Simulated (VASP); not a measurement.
# MgO: single point with PBE

MgO:

```
Mg O
1.0
     0.00000    2.09700    2.09700
     2.09700    0.00000    2.09700
     2.09700    2.09700    0.00000
Mg O
1 1
Direct
  0.00000 0.00000 0.00000
  0.50000 0.50000 0.50000
```

```
Program             : VASP 6.6.1
Task                : single point
Functional          : PBE
Potentials or basis : VASP PAW PBE potentials, release 64 (Mg, O)
Cutoff              : 520 eV
k mesh              : 11 × 11 × 11
Occupations         : gaussian, width 0.014 eV
Spin                : no spin polarisation
```

* Pressure: 6.2 GPa
* Band gap on the k mesh: 4.85 eV, direct

Levels at points of the mesh, in eV from the valence-band top:
```tsv
k point	band 1	band 2	band 3	band 4	band 5	band 6	band 7	band 8	band 9
(0.00, 0.00, 0.00)	-17.33	0.00	0.00	0.00	4.85	15.87	15.87	15.87	19.82
```

Run time: 4.9 s on 1 thread of Intel Xeon 6975P-C, with other jobs on the host, peak memory 0.14 GiB.

Expect the measured gap to be larger: semilocal functionals such as PBE lack the derivative discontinuity.
